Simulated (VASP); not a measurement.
Crystal: MoH5.

```
H Mo
1.0
     2.58688    0.00000    0.00000
    -1.29344    2.24030    0.00000
     0.00000    0.00000    6.58775
H Mo
5 1
Direct
  0.33333 0.66667 0.50000
  0.66667 0.33333 0.50000
  0.00000 0.00000 0.27876
  0.00000 0.00000 0.72124
  0.00000 0.00000 0.50000
  0.00000 0.00000 0.00000
```

```yaml
Program: VASP 6.6.1
Task: relaxation of cell and atoms
Functional: PBE
Potentials_or_basis: VASP PAW PBE potentials, release 64 (H, Mo_sv)
Cutoff: 600 eV
k_mesh: 18 × 18 × 6
Occupations: gaussian, width 0.1 eV
Spin: no spin polarisation
```

At the start: pressure 2.3 GPa; volume 6.36 Å³/atom.

Question: How do energy, volume and symmetry change on relaxing?

Answer: Over 9 steps the energy falls by 3.0 meV/atom and the volume is 6.34 Å³/atom (-0.3 %); space group P6/mmm (No. 191, to 0.05 Å).

Step by step:
```
step  energy change (eV)  largest force (eV/Å)  pressure (GPa)  volume (Å³)
   1              0.0000                0.0571            2.31        38.18
   2             -0.0093                0.0767            0.28        38.69
   3             -0.0101                0.0843           -0.46        38.88
   4             -0.0112                0.0789           -0.43        38.81
   5             -0.0142                0.0619           -0.34        38.61
   6             -0.0176                0.0239           -0.08        38.19
   7             -0.0178                0.0051            0.06        38.03
   8             -0.0178                0.0104            0.02        38.07
   9             -0.0178                0.0081            0.05        38.06
```

Final structure:
```xyz
6
Lattice="2.6178 0.0000 0.0000 -1.3089 2.2671 0.0000 0.0000 0.0000 6.4127" Properties=species:S:1:pos:R:3 pbc="T T T"
H     0.0000    1.5114    3.2063
H     1.3089    0.7557    3.2063
H     0.0000    0.0000    1.8456
H     0.0000    0.0000    4.5671
H     0.0000    0.0000    3.2063
Mo    0.0000    0.0000    6.4127
```
